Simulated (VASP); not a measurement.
Input of a VASP 6.6.1 run:

The input INCAR:

```
SYSTEM = Cd
  PREC = Accurate
  ENCUT = 520
  EDIFF = 1E-7
  ISMEAR = 0
  SIGMA = 0.15
  LREAL = .False.
  LASPH = .True.
  NELM = 60
  ALGO = Fast
  ISIF = 2
  LWAVE = .False.
  LCHARG = .False.
  GGA = PS
  NBANDS = 19
```

Contents of KPOINTS:

```
Automatic mesh
0
Gamma
  18 18 8
  0 0 0
```

Contents of POSCAR:

```
Cd
1.0
    3.0533443208      0.0000000000      0.0000000000
   -1.5266721604      2.6442737483      0.0000000000
    0.0000000000      0.0000000000      5.3367675000
Cd
2
Direct
    0.3333333333      0.6666666667      0.2500000000
    0.6666666667      0.3333333333      0.7500000000
```

Potentials or basis: VASP PAW PBE potentials, release 64 (Cd).

Command:

```sh
$ cat potpaw_PBE.64/Cd/POTCAR > POTCAR
$ mpirun -np 1 vasp_std > vasp.out
```

Task: Estimate the pressure.

Result: -1.6 GPa.

Task: What does it give for the band gap on the k mesh?

Result: Zero (bands 12 and 13 overlap by 3.60 eV).

Stress tensor (GPa, compression positive):
```
-2.21  0.00  0.00
 0.00 -2.21  0.00
 0.00  0.00 -0.45
```

Caveat: the cell differs from its parent crystal (strain +0.025 along x and y, -0.050 along z); the PAW data sets were made with another functional, which shifts forces and pressure a little.
